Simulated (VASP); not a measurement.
Here is a VASP 6.6.1 calculation.

INCAR

```
  PREC = Accurate
  ENCUT = 520
  EDIFF = 1E-6
  ISMEAR = 0
  SIGMA = 0.1
  LREAL = False
  LASPH = True
  NELM = 150
  ALGO = Normal
  ISIF = 2
  LWAVE = False
  LCHARG = False
  ISPIN = 2
  MAGMOM = 0 0 0 0 0 1
  LORBIT = 11
  GGA = PE
  NBANDS = 42
```

The input KPOINTS:

```
regular mesh
0
Gamma
  4 4 4
```

POSCAR

```
Zn4SiN
1.0
    0.0000000000      3.4838702300      3.4838702300
    3.4838702300      0.0000000000      3.4838702300
    3.4838702300      3.4838702300      0.0000000000
Zn Si N
4 1 1
Direct
    0.8748729900      0.3753810200      0.8748729900
    0.3753810200      0.8748729900      0.8748729900
    0.8748729900      0.8748729900      0.8748729900
    0.8748729900      0.8748729900      0.3753810200
    0.5000000000      0.5000000000      0.5000000000
    0.2500000000      0.2500000000      0.2500000000
```

Potentials or basis: VASP PAW PBE potentials, release 64 (Zn, Si, N).

Run with:

```bash
$ cat potpaw_PBE.64/Zn/POTCAR potpaw_PBE.64/Si/POTCAR potpaw_PBE.64/N/POTCAR > POTCAR
$ mpirun -np 1 vasp_std > vasp.out
```

Q: What does it give for the site moments?

A: Zn -0.01; Si +0.02; N +0.83 μB.

Q: Predict the net moment.

A: 1.12 μB per cell.

Forces on the atoms (eV/Å):
```
Zn  -0.051  0.051 -0.051
Zn   0.051 -0.051 -0.051
Zn   0.051  0.051  0.051
Zn  -0.051 -0.051  0.051
Si   0.000  0.000  0.000
N    0.000  0.000  0.000
```

Caveat: the k points lie up to 0.39 Å⁻¹ apart.
